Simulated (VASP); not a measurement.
Write the native input for VASP 6.6.1 that does the following.

- Task: single point
- Functional: LDA
- Potentials or basis: VASP PAW LDA potentials, release 64 (Zn)
- Cutoff: 520 eV
- k mesh: 10 × 10 × 10
- Occupations: fermi-dirac, width 0.1 eV
- Spin: no spin polarisation
- Dipole correction: no
- Further INCAR settings: ALGO = Normal; EDIFF = 1e-06; NBANDS = 19

The structure of Zn lies in POSCAR:

```
Zn
1.0
    0.0000000000      2.7746049637      2.7746049637
    2.7746049637      0.0000000000      2.7746049637
    2.7746049637      2.7746049637      0.0000000000
Zn
2
Direct
    0.1250000000      0.1250000000      0.1250000000
    0.8750000000      0.8750000000      0.8750000000
```

One way to write it, as run:

INCAR

```
PREC = Accurate
ENCUT = 520
EDIFF = 1E-6
ISMEAR = -1
SIGMA = 0.1
LREAL = F
LASPH = T
NELM = 60
ALGO = Normal
ISIF = 2
LWAVE = F
LCHARG = F
NBANDS = 19
```

KPOINTS

```
regular mesh
0
Gamma
  10 10 10
```

Potentials or basis: VASP PAW LDA potentials, release 64 (Zn).

Command:

```bash
$ cat potpaw_LDA.64/Zn/POTCAR > POTCAR
$ mpirun -np 1 vasp_std > vasp.out
```

It gave:

The pressure is 0.4 GPa and the band gap on the k mesh is zero (band 12 reaches 6.44 eV, above the bottom of band 13 at -0.22 eV).

Wall time 30 s on 1 thread of Intel(R) Xeon(R) Platinum 8259CL CPU @ 2.50GHz (Skylake/Cascade Lake) (shared host), peak memory 0.16 GiB.
